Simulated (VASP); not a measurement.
Wanted: the native input for a VASP 6.6.1 run.

```
Task                   : single point
Functional             : PBEsol
Potentials or basis    : VASP PAW PBE potentials, release 64 (Pb_d, I)
Cutoff                 : 500 eV
k mesh                 : 9 × 9 × 4
Occupations            : gaussian, width 0.05 eV
Spin                   : no spin polarisation
Dipole correction      : no
Further INCAR settings : ALGO = Normal; EDIFF = 1e-06; NBANDS = 21
```

The structure of PbI2 lies in POSCAR:

```
PbI2
1.0
    4.5550018558      0.0000000000      0.0000000000
   -2.2775009279      3.9447473214      0.0000000000
    0.0000000000      0.0000000000      7.2909650000
Pb I
1 2
Direct
    0.0000000000      0.0000000000      0.0000000000
    0.3333333333      0.6666666667      0.2650000000
    0.6666666667      0.3333333333      0.7350000000
```

This cell differs from its parent crystal: strain +0.0450 x Voigt [0, 0, 1, 0, 0, 0].

These files were run (other wordings do the same):

INCAR

```
SYSTEM = PbI2
PREC = Accurate
ENCUT = 500
EDIFF = 1E-6
ISMEAR = 0
SIGMA = 0.05
LREAL = .FALSE.
LASPH = .TRUE.
NELM = 120
ALGO = Normal
ISIF = 2
LWAVE = .FALSE.
LCHARG = .TRUE.
GGA = PS
LELF = .TRUE.
LVHAR = .TRUE.
NBANDS = 21
GGA_COMPAT = .FALSE.
```

KPOINTS

```
regular mesh
0
G
  9 9 4
  0 0 0
```

Potentials or basis: VASP PAW PBE potentials, release 64 (Pb_d, I).

Run with:

```console
$ cat potpaw_PBE.64/Pb_d/POTCAR potpaw_PBE.64/I/POTCAR > POTCAR
$ mpirun -np 1 vasp_std > vasp.out
```

Results of the run:

```json
{
  "Pressure": "-1.1 GPa",
  "Largest force": "0.252 eV/Å",
  "Band gap on the k mesh": "2.22 eV, direct"
}
```

Caveat: the cell differs from its parent crystal (strain +0.0450 x Voigt [0, 0, 1, 0, 0, 0]); the PAW data sets were made with another functional, which shifts forces and pressure a little; spin-orbit coupling is left out, which moves the levels of the heavy elements; this functional lacks dispersion, which binds the layers, so the pressure and a relaxed spacing across them are unreliable.

Run time: 82 s on 1 thread of Intel(R) Xeon(R) Platinum 8259CL CPU @ 2.50GHz (Skylake/Cascade Lake), with other jobs on the host, peak memory 0.31 GiB.
